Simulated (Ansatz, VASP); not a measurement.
NaCl: VASP beside Ansatz

Contents of INCAR:

```
  ALGO = Normal
  EDIFF = 1E-6
  ENCUT = 520
  GGA = PS
  ISIF = 2
  ISMEAR = -1
  LASPH = True
  LCHARG = True
  LELF = True
  LREAL = False
  LVHAR = True
  LWAVE = False
  NBANDS = 14
  NELM = 100
  PREC = Accurate
  SIGMA = 0.03
```

The input KPOINTS:

```
k-points
0
Gamma
  9 9 9
```

Contents of POSCAR:

```
NaCl
1.0
    2.8408047908      0.0000000000      0.0000000000
    0.0000000000      2.8408047908      0.0000000000
    0.0000000000      0.0000000000      2.8408047908
Na Cl
1 1
Direct
    0.0000000000      0.0000000000      0.0000000000
    0.5000000000      0.5000000000      0.5000000000
```

Input for Ansatz:

```yaml
crystal:
  lattice:
    - [2.8408047908, 0.0, 0.0]
    - [0.0, 2.8408047908, 0.0]
    - [0.0, 0.0, 2.8408047908]
  atoms:
    - { symbol: Na, position: [0.0, 0.0, 0.0] }
    - { symbol: Cl, position: [0.5, 0.5, 0.5] }
kpoints:
  mp_grid: { grid: [9, 9, 9] }
  band_path:
    path:
      - [0.0, 0.0, 0.0]
      - [0.0, 0.5, 0.0]
      - [0.5, 0.5, 0.0]
      - [0.0, 0.0, 0.0]
      - [0.5, 0.5, 0.5]
      - [0.0, 0.5, 0.0]
      - [0.5, 0.5, 0.5]
      - [0.5, 0.5, 0.0]
    npoints: 5
scf:
  occupations: { method: fermi_dirac, width: 0.03 }
hamiltonian:
  xc: pbesol
  pseudopotentials: { kind: all_electron, lapw: { basis_error: 0.0005 } }
output:
  forces: true
  stress: true
  eigenvalues: true
```

Change from the starting cell: volume scaled by 0.98.

Alike in both runs: task single point; functional PBEsol; k mesh 9 × 9 × 9; occupations fermi-dirac, width 0.03 eV; no spin polarisation.

```csv
,VASP,Ansatz
version,VASP 6.6.1,Ansatz 0.2.0
potentials or method,"VASP PAW PBE potentials, release 64 (Na_pv, Cl), cutoff 520 eV","all-electron LAPW, scalar-relativistic"
```

|  | VASP | Ansatz | Ansatz less VASP |
| --- | --- | --- | --- |
| gap on the k mesh at the Fermi level (eV) | 4.48 | 4.42 | -0.057 |
| pressure (GPa) | 65.2 | 64.5 | -0.72 |

VASP's potentials were made for PBE, not for PBEsol. Both programs put the cell under a high pressure, so it lies far from rest at this level. Ansatz ran all-electron here, and VASP with PAW potentials.

Noted on VASP's run: the cell as given lies far from equilibrium.
